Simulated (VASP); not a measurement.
BP, 2 atoms in the cell. It takes space group F-43m (No. 216, cubic). The conventional cell has a = 4.538 Å, b = 4.538 Å, c = 4.538 Å, α = 90.00°, β = 90.00°, γ = 90.00°. Within 2.6 Å of B (site symmetry -43m) lie 4 P at 1.97 Å. P (site symmetry -43m) has 4 B at 1.97 Å within 2.6 Å. 

* Program: VASP 6.6.1
* Task: single point
* Functional: PBE
* Potentials or basis: VASP PAW PBE potentials, release 64 (B, P)
* Cutoff: 520 eV
* k mesh: 6 × 6 × 6
* Occupations: fermi-dirac, width 0.1 eV
* Spin: no spin polarisation
* Dipole correction: no
* Further INCAR settings: ALGO = Normal; EDIFF = 1e-06; NBANDS = 11

Potentials or basis: VASP PAW PBE potentials, release 64 (B, P).

Command:

```console
$ cat potpaw_PBE.64/B/POTCAR potpaw_PBE.64/P/POTCAR > POTCAR
$ mpirun -np 1 vasp_std > vasp.out
```

Hardware: 1 thread of AMD EPYC 9R45 96-Core Processor (Zen 5), with other jobs on the host.

Question: Estimate the wall time of this run.

Answer: It took 2.7 s on 1 thread of AMD EPYC 9R45 96-Core Processor (Zen 5) (shared host), peak memory 0.1 GiB. Counts: scf iterations 13, k points 16.
